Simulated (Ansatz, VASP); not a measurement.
**Two plane-wave programs on HgTe**

Contents of INCAR:

```
PREC = Accurate
ENCUT = 520
EDIFF = 1E-6
ISMEAR = -1
SIGMA = 0.02
LREAL = F
LASPH = T
NELM = 100
ALGO = Normal
ISIF = 2
LWAVE = F
LCHARG = T
GGA = CA
LELF = T
LVHAR = T
NBANDS = 16
```

The input KPOINTS:

```
regular mesh
0
Gamma
  6 6 6
```

File POSCAR:

```
HgTe
1.0
    0.0000000000      3.2891578929      3.2891578929
    3.2891578929      0.0000000000      3.2891578929
    3.2891578929      3.2891578929      0.0000000000
Hg Te
1 1
Direct
    0.0000000000      0.0000000000      0.0000000000
    0.2500000000      0.2500000000      0.2500000000
```

Input for Ansatz:

```yaml
crystal:
  lattice:
    - [0.0, 3.2891578929, 3.2891578929]
    - [3.2891578929, 0.0, 3.2891578929]
    - [3.2891578929, 3.2891578929, 0.0]
  atoms:
    - { symbol: Hg, position: [0.0, 0.0, 0.0] }
    - { symbol: Te, position: [0.25, 0.25, 0.25] }
kpoints:
  mp_grid: { grid: [6, 6, 6] }
  band_path:
    path:
      - [0.0, 0.0, 0.0]
      - [-0.5, -0.5, 0.0]
      - [-0.375, -0.375, 0.25]
      - [-0.375, 0.0, 0.375]
      - [0.0, 0.0, 0.5]
      - [-0.5, -0.25, 0.25]
    npoints: 1
hamiltonian:
  xc: lda
scf:
  occupations: { method: fermi_dirac, width: 0.02 }
  n_extra_bands: 4
output:
  forces: true
  stress: true
  eigenvalues: true
```

Alike in both runs: task single point; functional LDA; k mesh 6 × 6 × 6; occupations fermi-dirac, width 0.02 eV; no spin polarisation.

|  | VASP | Ansatz |
| --- | --- | --- |
| version | VASP 6.6.1 | Ansatz 0.2.0 |
| potentials or method | VASP PAW LDA potentials, release 64 (Hg, Te) | plane waves, PAW |
| plane-wave cutoff (eV) | 520 | 420 |
| valence electrons in the cell | 18 | 36 |

|  | VASP | Ansatz | Ansatz less VASP |
| --- | --- | --- | --- |
| pressure (GPa) | -2.4 | -2.6 | -0.20 |

LDA's correlation is that of Perdew and Zunger in VASP and of Perdew and Wang (1992) in Ansatz. VASP's potentials hold 18 valence electrons a cell and Ansatz's 36, so a difference there can come from the potentials and not from the codes.

Spin-orbit coupling is off throughout.
